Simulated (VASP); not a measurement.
Input of a VASP 6.6.1 run:

Contents of INCAR:

```
PREC = Accurate ; ENCUT = 520
EDIFF = 1E-7 ; ISMEAR = 0
SIGMA = 0.02 ; LREAL = F
LASPH = T ; NELM = 100
ALGO = Normal ; ISIF = 2
LWAVE = F ; LCHARG = F
GGA = PE ; IVDW = 12
NBANDS = 11
```

KPOINTS

```
regular mesh
0
Gamma
  10 10 10
```

Contents of POSCAR:

```
MgO
1.0
    0.0000000000      2.1038567492      2.1038567492
    2.1038567492      0.0000000000      2.1038567492
    2.1038567492      2.1038567492      0.0000000000
Mg O
1 1
Direct
    0.0000000000      0.0000000000      0.0000000000
    0.5000000000      0.5000000000      0.5000000000
```

Potentials or basis: VASP PAW PBE potentials, release 64 (Mg, O).

Launch:

```bash
$ cat potpaw_PBE.64/Mg/POTCAR potpaw_PBE.64/O/POTCAR > POTCAR
$ mpirun -np 1 vasp_std > vasp.out
```

Problem. Predict the dispersion energy per atom.

Solution. -0.294 eV.

Problem. Predict the pressure.

Solution. -0.7 GPa.

Problem. Estimate the band gap on the k mesh.

Solution. 4.76 eV.
